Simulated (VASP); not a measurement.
The system is Pb.

```xyz
1
Lattice="0.0000 2.4750 2.4750 2.4750 0.0000 2.4750 2.4750 2.4750 0.0000" Properties=species:S:1:pos:R:3 pbc="T T T"
Pb    0.0000    0.0000    0.0000
```

```yaml
Program: VASP 6.6.1
Task: relaxation of cell and atoms
Functional: PBEsol
Dispersion: D3(BJ)
Potentials_or_basis: VASP PAW PBE potentials, release 64 (Pb_d)
Cutoff: 500 eV
k_mesh: 8 × 8 × 8
Occupations: fermi-dirac, width 0.1 eV
Spin: no spin polarisation
```

At the start: pressure -2.9 GPa; volume 30.32 Å³/atom.

Problem. How do energy, volume and symmetry change on relaxing?

Solution. Over 3 steps the energy falls by 16.7 meV/atom and the volume is 28.56 Å³/atom (-5.8 %); space group Fm-3m (No. 225, to 0.1 Å) before and after.

The path:
```tsv
step	energy change (eV)	largest force (eV/Å)	pressure (GPa)	volume (Å³)
1	0.0000	0.0000	-2.87	30.32
2	-0.0146	0.0000	1.18	28.00
3	-0.0167	0.0000	0.00	28.56
```

Final structure:
```
Pb
1.0
     0.00000    2.42624    2.42624
     2.42624    0.00000    2.42624
     2.42624    2.42624    0.00000
Pb
1
Direct
  0.00000 0.00000 0.00000
```

Caveat: the PAW data sets were made with another functional, which shifts forces and pressure a little.
